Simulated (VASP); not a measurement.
A run of VASP 6.6.1:

The input INCAR:

```
PREC = Accurate
ENCUT = 520
EDIFF = 1E-6
ISMEAR = 0
SIGMA = 0.1
LREAL = F
LASPH = T
NELM = 100
ALGO = Normal
ISIF = 2
LWAVE = F
LCHARG = F
GGA = PE
NBANDS = 42
```

The input KPOINTS:

```
regular mesh
0
Gamma
  12 12 4
```

Contents of POSCAR:

```
TiC
1.0
    3.1011933223      0.0000000000      0.0000000000
   -1.5505966612      2.6857121992      0.0000000000
    0.0000000000      0.0000000000      9.7826732340
Ti C
4 4
Direct
    0.6666666667      0.3333333333      0.7500000000
    0.0000000000      0.0000000000      0.0000000000
    0.3333333333      0.6666666667      0.2500000000
    0.0000000000      0.0000000000      0.5000000000
    0.3333333333      0.6666666667      0.8754597417
    0.6666666667      0.3333333333      0.1245402583
    0.6666666667      0.3333333333      0.3754597417
    0.3333333333      0.6666666667      0.6245402583
```

Potentials or basis: VASP PAW PBE potentials, release 64 (Ti_sv, C).

Run with:

```bash
$ cat potpaw_PBE.64/Ti_sv/POTCAR potpaw_PBE.64/C/POTCAR > POTCAR
$ mpirun -np 1 vasp_std > vasp.out
```

Hardware: 1 thread of Intel(R) Xeon(R) Platinum 8259CL CPU @ 2.50GHz (Skylake/Cascade Lake), on a shared host.

Question: Estimate the wall time of this run.

Answer: Run time: 2.8 min on 1 thread of Intel(R) Xeon(R) Platinum 8259CL CPU @ 2.50GHz (Skylake/Cascade Lake) (shared host), peak memory 0.29 GiB. Counts: scf iterations 15, k points 57.
